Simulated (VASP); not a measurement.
A run of VASP 6.6.1 is set up as follows.

INCAR

```
PREC = Accurate ; ENCUT = 520
EDIFF = 1E-7 ; ISMEAR = 0
SIGMA = 0.1 ; LREAL = False
LASPH = True ; NELM = 60
ALGO = Normal ; ISIF = 2
LWAVE = False ; LCHARG = True
GGA = PE ; LELF = True
LVHAR = True ; NBANDS = 48
```

The input KPOINTS:

```
Automatic mesh
0
Gamma
  12 12 8
```

POSCAR

```
Ta3N
1.0
    5.4698550597      0.0000000000      0.0000000000
   -2.7349275298      4.7370334367      0.0000000000
    0.0000000000      0.0000000000      4.7919269350
Ta N
6 2
Direct
    0.8340201663      0.6680403327      0.2500000000
    0.1659798337      0.8340201663      0.7500000000
    0.3319596673      0.1659798337      0.2500000000
    0.1659798337      0.3319596673      0.7500000000
    0.8340201663      0.1659798337      0.2500000000
    0.6680403327      0.8340201663      0.7500000000
    0.3333333333      0.6666666667      0.2500000000
    0.6666666667      0.3333333333      0.7500000000
```

Potentials or basis: VASP PAW PBE potentials, release 64 (Ta_pv, N).

The run is started by

```sh
$ cat potpaw_PBE.64/Ta_pv/POTCAR potpaw_PBE.64/N/POTCAR > POTCAR
$ mpirun -np 1 vasp_std > vasp.out
```

Question: Estimate the pressure.

Answer: 0.2 GPa.

Question: Estimate the band gap on the k mesh.

Answer: Zero (bands 38 and 39 overlap by 1.43 eV).

Stress tensor (GPa, compression positive):
```
0.25 0.00 0.00
0.00 0.25 0.00
0.00 0.00 0.10
```

Caveat: spin-orbit coupling is left out, which moves the levels of the heavy elements.
